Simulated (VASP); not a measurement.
Set up this calculation in VASP 6.6.1, as the native input.

```yaml
Task: single point
Functional: r2SCAN
Potentials_or_basis: VASP PAW PBE potentials, release 64 (Zr_sv, S)
Cutoff: 520 eV
k_mesh: 12 × 12 × 12, shifted
Occupations: gaussian, width 0.1 eV
Spin: no spin polarisation
Dipole_correction: no
Further_INCAR_settings: ALGO = Normal; EDIFF = 1e-06; NBANDS = 16; ISYM = 0
```

Crystal: ZrS.

```
Zr S
1.0
     0.00000    2.62500    2.62500
     2.62500    0.00000    2.62500
     2.62500    2.62500    0.00000
Zr S
1 1
Cartesian
  0.0000 0.0000 0.0000
  2.6250 2.6250 2.6250
```

One way to write it, as run:

POSCAR

```
ZrS
1.0
    0.0000000000      2.6250000000      2.6250000000
    2.6250000000      0.0000000000      2.6250000000
    2.6250000000      2.6250000000      0.0000000000
Zr S
1 1
Direct
    0.0000000000      0.0000000000      0.0000000000
    0.5000000000      0.5000000000      0.5000000000
```

INCAR.step1

```
SYSTEM = ZrS
  PREC = Accurate
  ENCUT = 520
  ISMEAR = 0
  SIGMA = 0.1
  LREAL = .FALSE.
  LASPH = .TRUE.
  NELM = 100
  NBANDS = 16
  ISYM = 0
  GGA = PE
  ALGO = Normal
  EDIFF = 1E-4
  LWAVE = .TRUE.
  LCHARG = .FALSE.
```

INCAR.step2

```
SYSTEM = ZrS
  PREC = Accurate
  ENCUT = 520
  EDIFF = 1E-6
  ISMEAR = 0
  SIGMA = 0.1
  LREAL = .FALSE.
  LASPH = .TRUE.
  NELM = 100
  ALGO = Normal
  ISIF = 2
  LWAVE = .FALSE.
  LCHARG = .FALSE.
  METAGGA = R2SCAN
  LMIXTAU = .TRUE.
  NBANDS = 16
  ISYM = 0
  ISTART = 1
```

KPOINTS

```
Automatic mesh
0
Gamma
  12 12 12
  0.5 0.5 0.5
```

Potentials or basis: VASP PAW PBE potentials, release 64 (Zr_sv, S).

Command:

```console
$ cat potpaw_PBE.64/Zr_sv/POTCAR potpaw_PBE.64/S/POTCAR > POTCAR
$ cp INCAR.step1 INCAR
$ mpirun -np 1 vasp_std > vasp.out
$ cp INCAR.step2 INCAR
$ mpirun -np 1 vasp_std > vasp.out
```

Results of the run:

| Item | Value |
| --- | --- |
| Pressure | -2.0 GPa |
| Band gap on the k mesh | zero (bands 9 and 10 overlap by 2.78 eV) |

Caveat: the PAW data sets were made with another functional, which shifts forces and pressure a little.

Wall time 46 min on 1 thread of Intel(R) Xeon(R) 6975P-C (Granite Rapids) (shared host), peak memory 1.8 GiB.
